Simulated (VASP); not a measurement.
## MgS: single point with r2SCAN

Crystal: MgS.

```
Mg S
1.0
     0.03491    2.86579    2.86579
     2.86579    0.03491    2.86579
     2.86579    2.86579    0.03491
Mg S
1 1
Direct
  0.00107 0.00107 0.00107
  0.24893 0.24893 0.24893
```

This cell differs from its parent crystal: strain along [111] +1.9%.

- Program: VASP 6.6.1
- Task: single point
- Functional: r2SCAN
- Potentials or basis: VASP PAW PBE potentials, release 64 (Mg, S)
- Cutoff: 520 eV
- k mesh: 8 × 8 × 8
- Occupations: gaussian, width 0.01 eV
- Spin: no spin polarisation

```yaml
Pressure: -1.3 GPa
Largest_force: 0.003 eV/Å
Band_gap_on_the_k_mesh: 3.99 eV, direct
```

Forces on the atoms (eV/Å):
```
Mg  -0.002 -0.002 -0.002
S    0.002  0.002  0.002
```

Stress tensor (GPa, compression positive):
```
-1.34 -0.40 -0.40
-0.40 -1.34 -0.40
-0.40 -0.40 -1.34
```

Levels at points of the mesh, in eV from the valence-band top:
| k point | band 1 | band 2 | band 3 | band 4 | band 5 | band 6 | band 7 | band 8 |
| --- | --- | --- | --- | --- | --- | --- | --- | --- |
| (0.00, 0.00, 0.00) | -11.71 | -0.11 | 0.00 | 0.00 | 3.99 | 8.35 | 8.59 | 8.59 |
| (0.50, 0.00, 0.00) | -11.04 | -3.11 | -0.41 | -0.35 | 5.65 | 8.05 | 8.18 | 9.14 |
| (0.50, 0.50, 0.00) | -10.83 | -2.80 | -1.12 | -1.01 | 4.29 | 6.20 | 11.89 | 13.07 |
| (0.50, 0.50, 0.50) | -11.07 | -3.16 | -0.30 | -0.30 | 5.77 | 8.25 | 8.25 | 9.11 |

Wall time 56 s on 1 thread of Intel(R) Xeon(R) 6975P-C (Granite Rapids) (shared host), peak memory 0.18 GiB.

Caveat: the cell differs from its parent crystal (strain along [111] +1.9%); the PAW data sets were made with another functional, which shifts forces and pressure a little. A k mesh can miss the band edges.
